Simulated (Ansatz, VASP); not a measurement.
# AlInAsP3 in VASP and in Ansatz

The input INCAR:

```
SYSTEM = AlInAsP3
PREC     = Accurate       ! precision mode
ENCUT    = 500            ! plane-wave cutoff, eV
EDIFF    = 1E-7           ! SCF threshold, eV
ISMEAR   = 0              ! smearing method
SIGMA    = 0.1            ! smearing width, eV
LREAL    = .FALSE.        ! projectors in reciprocal space
LASPH    = .TRUE.         ! aspherical terms in the spheres
NELM     = 120            ! most SCF steps
ALGO     = Normal         ! electronic algorithm
ISIF     = 3              ! what is computed and relaxed
LWAVE    = .FALSE.        ! write WAVECAR
LCHARG   = .FALSE.        ! write CHGCAR
GGA      = PE             ! functional
IBRION   = 2              ! ionic algorithm
NSW      = 90             ! ionic steps
EDIFFG   = -0.04          ! ionic threshold
GGA_COMPAT= .FALSE.      
NELMIN   = 4
```

Contents of KPOINTS:

```
regular mesh
0
G
  3 3 4
  0 0 0
```

Contents of POSCAR:

```
AlInAsP3
1.0
    6.1986044600      0.0000000000      0.0000000000
   -3.0993022300      5.3681489300      0.0000000000
    0.0000000000      0.0000000000      3.8658525500
Al In P As
1 1 3 1
Direct
    0.0000000000      0.0000000000      0.0000000000
    0.3333333300      0.6666666700      0.0000000000
    0.0129650000      0.5064825000      0.5000000000
    0.4935175000      0.5064825000      0.5000000000
    0.4935175000      0.9870350000      0.5000000000
    0.6666666700      0.3333333300      0.0000000000
```

Input for Ansatz:

```yaml
crystal:
  lattice:
    - [6.19860446, 0.0, 0.0]
    - [-3.09930223, 5.36814893, 0.0]
    - [0.0, 0.0, 3.86585255]
  atoms:
    - { symbol: Al, position: [0.0, 0.0, 0.0] }
    - { symbol: In, position: [0.33333333, 0.66666667, 0.0] }
    - { symbol: P, position: [0.012965, 0.5064825, 0.5] }
    - { symbol: P, position: [0.4935175, 0.5064825, 0.5] }
    - { symbol: P, position: [0.4935175, 0.987035, 0.5] }
    - { symbol: As, position: [0.66666667, 0.33333333, 0.0] }
basis:
  ecutwfc: 420
kpoints:
  mp_grid: { grid: [3, 3, 4] }
hamiltonian:
  xc: pbe
scf:
  occupations: { method: gaussian, width: 0.1 }
  lower_state_search: "off"
output:
  forces: true
  stress: true
  eigenvalues: true
relax:
  adjacent_minimum: "off"
  f_tol: 0.04
  max_steps: 70
  cell: { stress_tol: 0.4 }
```

Change from the starting cell: species swapped into the YSiBRh3 type (P-6m2, No. 187).

Alike in both runs: task relaxation of cell and atoms; functional PBE; k mesh 3 × 3 × 4; occupations gaussian, width 0.1 eV; no spin polarisation.

|  | VASP | Ansatz |
| --- | --- | --- |
| version | VASP 6.6.1 | Ansatz 0.2.0 |
| potentials or method | VASP PAW PBE potentials, release 64 (Al, In_d, P, As), cutoff 500 eV | scalar-relativistic, plane waves, PAW |
| valence electrons in the cell | 36 | 46 |

```csv
,VASP,Ansatz,Ansatz less VASP
"gap on the k mesh at the Fermi level, each at its own relaxed structure (eV)",none,none,-
relaxed volume (Å³/atom),22.55,22.61,+0.061
relaxed length of the cell vector where the two differ most in proportion (Å),3.619,3.602,-0.0170
```

A gap of «none» marks a metal or a gap that the smearing closes. VASP's potentials hold 36 valence electrons a cell and Ansatz's 46, so a difference there can come from the potentials and not from the codes.

The k mesh is coarse, so the values compare programs but aren't converged.
